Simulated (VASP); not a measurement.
A run of VASP 6.6.1:

File INCAR:

```
SYSTEM = Al32H
PREC = Accurate ; ENCUT = 520
EDIFF = 1E-6 ; ISMEAR = 0
SIGMA = 0.05 ; LREAL = Auto
LASPH = .True. ; NELM = 80
ALGO = Normal ; ISIF = 2
LWAVE = .False. ; LCHARG = .False.
GGA = PE ; NBANDS = 70
```

The input KPOINTS:

```
Automatic mesh
0
Gamma
  2 2 2
  0 0 0
```

POSCAR

```
Al32H
1.0
    8.1000000000      0.0000000000      0.0000000000
    0.0000000000      8.1000000000      0.0000000000
    0.0000000000      0.0000000000      8.1000000000
Al H
32 1
Direct
    0.5009306173     -0.0038558025      0.0026690123
    0.7520827160      0.2525656790      0.0009153086
    0.7521181481      0.0000492593      0.2477455556
   -0.0005202469      0.0013551852      0.0005614815
    0.2603349383      0.2431843210      0.0107687654
    0.4977332099      0.4970488889      0.0008988889
    0.7488890123      0.7534925926      0.0026690123
    0.2524359259     -0.0039771605      0.2508507407
    0.5018446914      0.2517625926      0.2517218519
    0.7479683951      0.4978391358      0.2517343210
    0.4977165432      0.0000492593      0.5022008642
    0.7479890123      0.2517639506      0.4982258025
    0.7489027160     -0.0038503704      0.7472754321
   -0.0105350617      0.5064270370      0.0107803704
    0.2503362963      0.7482607407      0.0005430864
   -0.0010166667      0.2525100000      0.2477972840
    0.2508319753      0.4971083951      0.2477920988
    0.4977144444      0.7495924691      0.2477416049
   -0.0026095062     -0.0039691358      0.4990991358
    0.2508462963      0.2525079012      0.5021396296
    0.5018582716      0.4978396296      0.4982038272
    0.7521146914      0.7495969136      0.5021977778
    0.2503522222      0.0013558025      0.7493855556
    0.4977340741      0.2525709877      0.7490318519
    0.7520824691      0.4970562963      0.7490353086
   -0.0026106173      0.7536108642      0.2508525926
   -0.0010097531      0.4971134568      0.5021397531
    0.2524340741      0.7536149383      0.4990833333
   -0.0104966667      0.2432074074      0.7391914815
    0.2603518519      0.5064325926      0.7391448148
    0.5009371605      0.7534919753      0.7472714815
   -0.0005102469      0.7482608642      0.7493930864
    0.1248992593      0.3747800000      0.8749607407
```

Potentials or basis: VASP PAW PBE potentials, release 64 (Al, H).

Command:

```bash
$ cat potpaw_PBE.64/Al/POTCAR potpaw_PBE.64/H/POTCAR > POTCAR
$ mpirun -np 1 vasp_std > vasp.out
```

Hardware: 1 thread of AMD EPYC 9R14 (Zen 4) (shared host).

Estimate the wall time of this run.

Wall time 5.3 min on 1 thread of AMD EPYC 9R14 (Zen 4), on a shared host, peak memory 0.52 GiB. Counts: scf iterations 15, k points 8.
